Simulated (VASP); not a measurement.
# Mg (I4/mmm) in VASP: further runs

Mg is run at these levels: PBE, PBE+D4; tasks: single point.

Everything below comes from runs of VASP 6.6.1. Logs are shortened: lines on timing, memory, paths and dates and some standing lists are left out, and cuts for length are marked.

**1. The cell of the first run**

The structure is tetragonal, space group I4/mmm (No. 139). The conventional cell has a = 3.672 Å, b = 3.672 Å, c = 3.359 Å, α = 90.00°, β = 90.00°, γ = 90.00°. Mg (site symmetry 4/mmm) has 14 Mg at 3.09 to 3.67 Å within 4.1 Å.

**2. Single point, PBE**

File INCAR:

```
PREC = Accurate
ENCUT = 520
EDIFF = 1E-7
ISMEAR = 0
SIGMA = 0.1
LREAL = F
LASPH = T
NELM = 60
ALGO = Fast
ISIF = 2
LWAVE = F
LCHARG = F
GGA = PE
NBANDS = 7
```

File KPOINTS:

```
regular mesh
0
Gamma
  6 6 6
```

File POSCAR:

```
Mg
1.0
   -1.8359916300      1.8359916300      1.6794040200
    1.8359916300     -1.8359916300      1.6794040200
    1.8359916300      1.8359916300     -1.6794040200
Mg
1
Direct
    0.0000000000      0.0000000000      0.0000000000
```

Potentials or basis: VASP PAW PBE potentials, release 64 (Mg).

On the command line:

```
$ cat potpaw_PBE.64/Mg/POTCAR > POTCAR
$ mpirun -np 1 vasp_std > vasp.out
```

OUTCAR:

```text
PREC = Accurate
   ENCUT = 520
   EDIFF = 1E-7
   ISMEAR = 0
   LREAL = F
   LASPH = T
   NELM = 60
   ISIF = 2
   GGA = PE

 ion  position               nearest neighbor table
   1  0.000  0.000  0.000-

  LATTYP: Found a body centered tetragonal cell.
 ALAT       =     3.6719832600
 C/A-ratio  =     0.9147122419

  Lattice vectors:

 A1 = (  -1.8359916300,   1.8359916300,   1.6794040200)
 A2 = (   1.8359916300,  -1.8359916300,   1.6794040200)
 A3 = (   1.8359916300,   1.8359916300,  -1.6794040200)

Analysis of symmetry for initial positions (statically):
=====================================================================
 Subroutine PRICEL returns:
 Original cell was already a primitive cell.

 Routine SETGRP: Setting up the symmetry group for a
 body centered tetragonal supercell.

 Subroutine GETGRP returns: Found 16 space group operations
 (whereof 16 operations were pure point group operations)
 out of a pool of 16 trial point group operations.

The static configuration has the point symmetry D_4h.

Analysis of symmetry for dynamics (positions and initial velocities):
=====================================================================
 Subroutine PRICEL returns:
 Original cell was already a primitive cell.

 Routine SETGRP: Setting up the symmetry group for a
 body centered tetragonal supercell.

 Subroutine GETGRP returns: Found 16 space group operations
 (whereof 16 operations were pure point group operations)
 out of a pool of 16 trial point group operations.

The dynamic configuration has the point symmetry D_4h.

 Subroutine INISYM returns: Found 16 space group operations
 (whereof 16 operations are pure point group operations),
 and found     1 'primitive' translations

----------------------------------------------------------------------------------------

                                     Primitive cell

  volume of cell :      22.6442

  direct lattice vectors                    reciprocal lattice vectors
    -1.835991630  1.835991630  1.679404020     0.000000000  0.272332396  0.297724665
     1.835991630 -1.835991630  1.679404020     0.272332396  0.000000000  0.297724665
     1.835991630  1.835991630 -1.679404020     0.272332396  0.272332396  0.000000000

  length of vectors
     3.092269133  3.092269133  3.092269133     0.403490905  0.403490905  0.385136168

  position of ions in fractional coordinates (direct lattice)
     0.000000000  0.000000000  0.000000000

[... 75 lines left out ...]
   EDIFF  = 0.1E-06   stopping-criterion for ELM
   LREAL  =      F    real-space projection
   EDIFFG = 0.1E-05   stopping-criterion for IOM
   NSW    =      0    number of steps for IOM
   IBRION =     -1    ionic relax: 0-MD 1-quasi-New 2-CG
   NFREE  =      0    steps in history (QN), initial steepest desc. (CG)
   ISIF   =      2    stress and relaxation
   ISYM   =      2    0-nonsym 1-usesym 2-fastsym
   POTIM  = 0.5000    time-step for ionic-motion
   TEBEG  =    0.0;   TEEND  =   0.0 temperature during run
   PSTRESS=    0.0 pullay stress
   NELECT =       2.0000    total number of electrons
   NUPDOWN=      -1.0000    fix difference up-down
   EMIN   =  10.00;   EMAX   =-10.00  energy-range for DOS
   EFERMI =   0.00;   METHOD = LEGACY
   ISMEAR =     0;   SIGMA  =   0.10  broadening in eV -4-tet -1-fermi 0-gaus
   EFERMI_NEDOS =   21; number of points for ismear=-14 and -15
   IALGO  =     68    algorithm
   IMIX   =      4    mixing-type and parameters
     AMIX     =   0.40;   BMIX     =  1.00
     AMIX_MAG =   1.60;   BMIX_MAG =  1.00
  volume/ion in A,a.u.               =      22.64       152.81
  Fermi-wavevector in a.u.,A,eV,Ry     =   0.729065  1.377732  7.231974  0.531535
  Thomas-Fermi vector in A             =   1.820694
   LORBIT       =      0    0 simple, 1 ext, 2 COOP (PROOUT), +10 PAW based schemes
   GGA     = PE    functional components
   LHFCALC =     F    Hartree Fock is set to
   AEXX    =    0.0000 exact exchange contribution
   IVDW    =     0    specifies the selected vdW correction
   LEPSILON=     F    determine dielectric tensor
   LRPA    =     F    only Hartree local field effects (RPA)
 non-spin polarized calculation
 RMM-DIIS sequential band-by-band and
 Gauss-broadening in eV      SIGMA  =   0.10
  energy-cutoff  :      520.00
  volume of cell :       22.64
 maximum number of plane-waves:       624
   NGX = 11   NGY = 11   NGZ = 11

 number of electron       2.0000000 magnetization

 Free energy of the ion-electron system (eV)
  ---------------------------------------------------
  ext. energy  EPLUGINS =         0.00000000
  ---------------------------------------------------
  free energy    TOTEN  =        -1.46386096 eV

  energy without entropy =       -1.45947492  energy(sigma->0) =       -1.46166794

 E-fermi :   2.8599     XC(G=0):  -8.5358

 val. band max:        2.8407513934   @ k =  -0.1667   0.5000   0.1667
 cond. band min:       2.8933538070   @ k =   0.3333   0.3333   0.0000
 fundamental gap:      0.0526024136
 Fermi energy:         2.8599488478

 k-point     1 :       0.0000    0.0000    0.0000
  band No.  band energies     occupation
      1      -4.2826      2.00000
      2      14.6849      0.00000
      3      16.5405      0.00000
      4      16.5405      0.00000
      5      16.8704      0.00000
      6      17.0915      0.00000
      7      17.0915      0.00000
[... 221 lines left out ...]
 k-point    24 :      -0.1667   -0.3333    0.1667
  band No.  band energies     occupation
      1      -0.6966      2.00000
      2       6.3386      0.00000
      3       9.1118      0.00000
      4      10.7400      0.00000
      5      13.5736      0.00000
      6      15.6893      0.00000
      7      18.0144      0.00000

 [... further k-points ...]

------------------------ aborting loop because EDIFF is reached ----------------------------------------

  FORCE on cell =-STRESS in cart. coord.  units (eV):
  Direction    XX          YY          ZZ          XY          YZ          ZX
  --------------------------------------------------------------------------------------
  -------------------------------------------------------------------------------------
  Total       -0.1218185     -0.1218185      0.4604674      0.0000000      0.0000000      0.0000000
  in kB       -8.6192084     -8.6192084     32.5801347      0.0000000      0.0000000      0.0000000
  external PRESSURE =       5.1139060 kB  Pullay stress =       0.0000000 kB

 VOLUME and BASIS-vectors are now :
 -----------------------------------------------------------------------------
  energy-cutoff  :      520.00
  volume of cell :       22.64
      direct lattice vectors                 reciprocal lattice vectors
    -1.835991630  1.835991630  1.679404020     0.000000000  0.272332396  0.297724665
     1.835991630 -1.835991630  1.679404020     0.272332396  0.000000000  0.297724665
     1.835991630  1.835991630 -1.679404020     0.272332396  0.272332396  0.000000000

 POSITION                                       TOTAL-FORCE (eV/Angst)
 -----------------------------------------------------------------------------------
      0.00000      0.00000      0.00000        -0.000000      0.000000     -0.000000
 -----------------------------------------------------------------------------------
    total drift:                                0.000000     -0.000000     -0.000000

  FREE ENERGIE OF THE ION-ELECTRON SYSTEM (eV)
  ---------------------------------------------------
  free  energy   TOTEN  =        -1.4638609572 eV

  energy  without entropy=       -1.4594749192  energy(sigma->0) =       -1.46166794
```

stdout:

```text
POSCAR found type information on POSCAR Mg
 POSCAR found :  1 types and       1 ions
 scaLAPACK will be used
 LDA part: xc-table for (Slater+PW92), standard interpolation
 POSCAR, INCAR and KPOINTS ok, starting setup
 FFT: planning ... GRIDC
 FFT: planning ... GRID_SOFT
 FFT: planning ... GRID
 WAVECAR not read
 entering main loop
```

Run time: 2.5 s. Hardware: 1 thread of Intel Xeon 6975P-C (Granite Rapids), shared host; peak memory 0.13 GiB.

What came out:

- Free energy: -1.4639 eV
- Pressure: 0.5 GPa
- Band gap on the k mesh: zero (band 1 reaches 5.94 eV, above the bottom of band 2 at 1.40 eV)

Caveat: the k points lie up to 0.42 Å⁻¹ apart.

**3. Single point, PBE**

File INCAR:

```
SYSTEM = Mg
PREC = Accurate
ENCUT = 520
EDIFF = 1E-6
ISMEAR = -1
SIGMA = 0.06802846561497
LREAL = .FALSE.
LASPH = .TRUE.
NELM = 60
ALGO = Normal
ISIF = 2
LWAVE = .FALSE.
LCHARG = .FALSE.
GGA = PE
NBANDS = 7
```

File KPOINTS:

```
Automatic mesh
0
G
  6 6 6
  0 0 0
```

POSCAR, as its differences from that of step 2:

```diff
@@ -8,2 +8,2 @@
 Direct
-    0.0000000000      0.0000000000      0.0000000000
+    0.8890000000      0.6230000000      0.4530000000
```

Potentials or basis: VASP PAW PBE potentials, release 64 (Mg).

On the command line:

```
$ cat potpaw_PBE.64/Mg/POTCAR > POTCAR
$ mpirun -np 1 vasp_std > vasp.out
```

OUTCAR:

```text
SYSTEM = Mg
   PREC = Accurate
   ENCUT = 520
   EDIFF = 1E-6
   ISMEAR = -1
   LREAL = .FALSE.
   LASPH = .TRUE.
   NELM = 60
   ISIF = 2
   GGA = PE

 ion  position               nearest neighbor table
   1  0.889  0.623  0.453-

  LATTYP: Found a body centered tetragonal cell.
 ALAT       =     3.6719832600
 C/A-ratio  =     0.9147122419

  Lattice vectors:

 A1 = (  -1.8359916300,   1.8359916300,   1.6794040200)
 A2 = (   1.8359916300,  -1.8359916300,   1.6794040200)
[... 421 lines left out ...]

 [... further k-points ...]

------------------------ aborting loop because EDIFF is reached ----------------------------------------

  FORCE on cell =-STRESS in cart. coord.  units (eV):
  Direction    XX          YY          ZZ          XY          YZ          ZX
  --------------------------------------------------------------------------------------
  -------------------------------------------------------------------------------------
  Total       -0.1211516     -0.1211516      0.4403369      0.0000000     -0.0000000      0.0000000
  in kB       -8.5720172     -8.5720172     31.1558162      0.0000000     -0.0000000      0.0000000
  external PRESSURE =       4.6705940 kB  Pullay stress =       0.0000000 kB

 VOLUME and BASIS-vectors are now :
 -----------------------------------------------------------------------------
  energy-cutoff  :      520.00
  volume of cell :       22.64
      direct lattice vectors                 reciprocal lattice vectors
    -1.835991630  1.835991630  1.679404020     0.000000000  0.272332396  0.297724665
     1.835991630 -1.835991630  1.679404020     0.272332396  0.000000000  0.297724665
     1.835991630  1.835991630 -1.679404020     0.272332396  0.272332396  0.000000000

 POSITION                                       TOTAL-FORCE (eV/Angst)
 -----------------------------------------------------------------------------------
      0.34333      1.32008      1.77849        -0.000000      0.000000      0.000000
 -----------------------------------------------------------------------------------
    total drift:                               -0.000000      0.000000      0.000000

  FREE ENERGIE OF THE ION-ELECTRON SYSTEM (eV)
  ---------------------------------------------------
  free  energy   TOTEN  =        -1.4673403835 eV

  energy  without entropy=       -1.4578708182  energy(sigma->0) =       -1.46260560
```

OSZICAR:

```text
N       E                     dE             d eps       ncg     rms          rms(c)
DAV:   1    -0.903336083410E+00   -0.90334E+00   -0.68300E+02   427   0.202E+02
DAV:   2    -0.147348470239E+01   -0.57015E+00   -0.56470E+00   560   0.103E+01
DAV:   3    -0.147552242883E+01   -0.20377E-02   -0.20375E-02   588   0.690E-01
DAV:   4    -0.147552632131E+01   -0.38925E-05   -0.38930E-05   588   0.210E-02
DAV:   5    -0.147552634694E+01   -0.25628E-07   -0.25260E-07   588   0.117E-03    0.677E-01
DAV:   6    -0.147164323889E+01    0.38831E-02   -0.29641E-04   441   0.123E-01    0.433E-01
DAV:   7    -0.146733328110E+01    0.43100E-02   -0.13243E-03   448   0.217E-01    0.249E-02
DAV:   8    -0.146734088361E+01   -0.76025E-05   -0.81121E-06   595   0.172E-02    0.549E-03
DAV:   9    -0.146734038355E+01    0.50006E-06   -0.68671E-07   497   0.347E-03
   1 F= -.14673404E+01 E0= -.14626056E+01  d E =-.946957E-02
```

Wall time 2.1 s (1 thread of Intel Xeon 6975P-C (Granite Rapids), shared host); peak memory 0.13 GiB.

What came out:

| Quantity | Value |
| --- | --- |
| Free energy | -1.4673 eV |
| Pressure | 0.5 GPa |
| Band gap on the k mesh | zero (band 1 reaches 5.94 eV, above the bottom of band 2 at 1.40 eV) |

Caveat: the k points lie up to 0.42 Å⁻¹ apart.

(Part 1 of 2 ends here.)
